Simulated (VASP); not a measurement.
Wanted: the native input for a VASP 6.6.1 run.

| Property | Result |
| --- | --- |
| Task | single point |
| Functional | HSE06 |
| Potentials or basis | VASP PAW PBE potentials, release 64 (Cd, S) |
| Cutoff | 520 eV |
| k mesh | 6 × 6 × 6 |
| Occupations | fermi-dirac, width 0.05 eV |
| Spin | no spin polarisation |
| Dipole correction | no |
| Grid for exact exchange (PRECFOCK) | Normal |
| Further INCAR settings | ALGO = Normal; EDIFF = 1e-06; NBANDS = 16 |
| Share of exact exchange | 0.25 |
| Screening parameter | 0.2079 1/Å |

Crystal: CdS.

```
CELL_PARAMETERS angstrom
0.00000 2.91650 2.91650
2.91650 0.00000 2.91650
2.91650 2.91650 0.00000
ATOMIC_POSITIONS crystal
Cd 0.00000 0.00000 0.00000
S 0.75000 0.75000 0.75000
```

These files were run (other wordings do the same):

POSCAR

```
CdS
1.0
    0.0000000000      2.9165000000      2.9165000000
    2.9165000000      0.0000000000      2.9165000000
    2.9165000000      2.9165000000      0.0000000000
Cd S
1 1
Direct
    0.0000000000      0.0000000000      0.0000000000
    0.7500000000      0.7500000000      0.7500000000
```

INCAR.step1

```
SYSTEM = CdS
  PREC = Accurate
  ENCUT = 520
  EDIFF = 1E-5
  ISMEAR = -1
  SIGMA = 0.05
  LREAL = .FALSE.
  LASPH = .TRUE.
  NELM = 80
  ALGO = Normal
  ISIF = 2
  LWAVE = .TRUE.
  LCHARG = .FALSE.
  NBANDS = 16
  GGA = PE
```

INCAR.step2

```
SYSTEM = CdS
  PREC = Accurate
  ENCUT = 520
  EDIFF = 1E-6
  ISMEAR = -1
  SIGMA = 0.05
  LREAL = .FALSE.
  LASPH = .TRUE.
  NELM = 80
  ALGO = Normal
  ISIF = 2
  LWAVE = .FALSE.
  LCHARG = .FALSE.
  GGA = PE
  LHFCALC = .TRUE.
  HFSCREEN = 0.2079
  PRECFOCK = Normal
  NBANDS = 16
  ISTART = 1
```

KPOINTS

```
regular mesh
0
G
  6 6 6
  0 0 0
```

Potentials or basis: VASP PAW PBE potentials, release 64 (Cd, S).

Run with:

```console
$ cat potpaw_PBE.64/Cd/POTCAR potpaw_PBE.64/S/POTCAR > POTCAR
$ cp INCAR.step1 INCAR
$ mpirun -np 1 vasp_std > vasp.out
$ cp INCAR.step2 INCAR
$ mpirun -np 1 vasp_std > vasp.out
```

It gave:

```yaml
Pressure: 2.0 GPa
Band_gap_on_the_k_mesh: 2.17 eV
```

Caveat: the PAW data sets were made with another functional, which shifts forces and pressure a little.

Run time: 82 min on 1 thread of Intel Xeon 8259CL, with other jobs on the host, peak memory 0.3 GiB.
